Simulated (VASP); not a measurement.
Ca3Lu:

```
Ca Lu
1.0
     5.36177    0.00000    0.00000
     0.00000    5.36177    0.00000
     0.00000    0.00000    5.36177
Ca Lu
3 1
Direct
  0.50000 0.00000 0.00000
  0.00000 0.50000 0.00000
  0.00000 0.00000 0.50000
  0.50000 0.50000 0.50000
```

- Program: VASP 6.6.1
- Task: relaxation of cell and atoms
- Functional: LDA
- Potentials or basis: VASP PAW PBE potentials, release 64 (Ca_sv, Lu)
- Cutoff: 600 eV
- k mesh: 5 × 5 × 5
- Occupations: fermi-dirac, width 0.1 eV
- Spin: no spin polarisation

At the start: pressure -2.3 GPa; volume 38.54 Å³/atom.

Q: How do energy, volume and symmetry change on relaxing?

A: Over 4 steps the energy falls by 31.5 meV/atom and the volume is 34.36 Å³/atom (-10.8 %); space group Pm-3m (No. 221, to 0.05 Å).

The path:
```csv
step,energy change (eV),largest force (eV/Å),pressure (GPa),volume (Å³)
1,0.0000,0.0000,-2.29,154.14
2,-0.1157,0.0000,-0.82,142.19
3,-0.1244,0.0000,0.26,136.06
4,-0.1259,0.0000,0.05,137.46
```

Final structure:
```
CELL_PARAMETERS angstrom
5.16089 0.00000 0.00000
0.00000 5.16089 0.00000
0.00000 0.00000 5.16089
ATOMIC_POSITIONS crystal
Ca 0.50000 0.00000 0.00000
Ca 0.00000 0.50000 0.00000
Ca 0.00000 0.00000 0.50000
Lu 0.50000 0.50000 0.50000
```

Caveat: the PAW data sets were made with another functional, which shifts forces and pressure a little.
